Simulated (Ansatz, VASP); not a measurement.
**One calculation of TiSi2, two programs**

INCAR

```
PREC = Accurate ; ENCUT = 520
EDIFF = 1E-6 ; ISMEAR = -1
SIGMA = 0.05 ; LREAL = False
LASPH = True ; NELM = 100
ALGO = Normal ; ISIF = 2
LWAVE = False ; LCHARG = True
GGA = PE ; LELF = True
LVHAR = True ; NBANDS = 17
```

File KPOINTS:

```
regular mesh
0
Gamma
  12 12 12
```

Contents of POSCAR:

```
TiSi2
1.0
   -1.4728720000      1.7121300000      4.2120830000
    1.4728720000     -1.7121300000      4.2120830000
    1.4728720000      1.7121300000     -4.2120830000
Ti Si
1 2
Direct
   -0.0063720000      0.0024430000      0.0062930000
    0.6832990000      0.6675750000      0.0141150000
    0.3370530000      0.3154850000     -0.0051230000
```

The input input.yaml:

```yaml
crystal:
  lattice:
    - [-1.472872, 1.71213, 4.212083]
    - [1.472872, -1.71213, 4.212083]
    - [1.472872, 1.71213, -4.212083]
  atoms:
    - { symbol: Ti, position: [-0.006372, 0.002443, 0.006293] }
    - { symbol: Si, position: [0.683299, 0.667575, 0.014115] }
    - { symbol: Si, position: [0.337053, 0.315485, -0.005123] }
kpoints:
  mp_grid: { grid: [12, 12, 12] }
scf:
  occupations: { method: fermi_dirac, width: 0.05 }
hamiltonian:
  xc: pbe
  pseudopotentials: { kind: all_electron, lapw: { basis_error: 0.001 } }
output:
  forces: true
  stress: true
  eigenvalues: true
  populations: true
```

Change from the starting cell: atoms moved at random, drawn with an rms of 0.05 Å.

Alike in both runs: task single point; functional PBE; k mesh 12 × 12 × 12; occupations fermi-dirac, width 0.05 eV; no spin polarisation.

```csv
,VASP,Ansatz
version,VASP 6.6.1,Ansatz 0.2.0
potentials or method,"VASP PAW PBE potentials, release 64 (Ti_sv, Si), cutoff 520 eV","all-electron LAPW, scalar-relativistic"
```

|  | VASP | Ansatz | Ansatz less VASP |
| --- | --- | --- | --- |
| gap on the k mesh at the Fermi level (eV) | none | none | - |
| pressure (GPa) | 0.5 | 0.5 | +0.04 |
| traceless stress, the component that is largest in VASP (GPa) | 0.58 | 0.58 | -0.003 |
| rms of the force components (eV/Å) | 0.227 | 0.227 | -0.0003 |

Atom by atom the forces differ by 0.001 eV/Å (rms over components). A gap of «none» marks a metal or a gap that the smearing closes. Ansatz ran all-electron here, and VASP with PAW potentials.
